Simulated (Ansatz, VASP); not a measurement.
## One calculation of Na4H, two programs

```
CELL_PARAMETERS angstrom
4.74722 0.00000 0.00000
0.00000 4.74722 0.00000
0.00000 0.00000 13.23175
ATOMIC_POSITIONS crystal
Na 0.00000 0.00000 0.00000
Na 0.50000 0.50000 0.00000
Na 0.00000 0.50000 0.46883
Na 0.50000 0.00000 0.53117
Na 0.00000 0.00000 0.26961
Na 0.50000 0.50000 0.26961
Na 0.50000 0.50000 0.73039
Na 0.00000 0.00000 0.73039
H 0.00000 0.50000 0.29803
H 0.50000 0.00000 0.70197
```

Change from the starting cell: species swapped into the Be4B type (P4/nmm, No. 129).

Alike in both runs: functional PBE; k mesh 8 × 8 × 4; occupations gaussian, width 0.1 eV; no spin polarisation.

Ansatz relaxed the structure, and its values are those at the end. VASP's run is a single point on that final structure, the one shown.

|  | VASP | Ansatz |
| --- | --- | --- |
| version | VASP 6.6.1 | Ansatz 0.2.0 |
| potentials or method | VASP PAW PBE potentials, release 64 (Na_pv, H), cutoff 520 eV | scalar-relativistic, plane waves, PAW |
| valence electrons in the cell | 58 | 74 |

```csv
,VASP,Ansatz,Ansatz less VASP
gap on the k mesh at the Fermi level (eV),none,none,-
pressure (GPa),0.0,0.0,+0.01
```

A gap of «none» marks a metal or a gap that the smearing closes. VASP's potentials hold 58 valence electrons a cell and Ansatz's 74, so a difference there can come from the potentials and not from the codes.
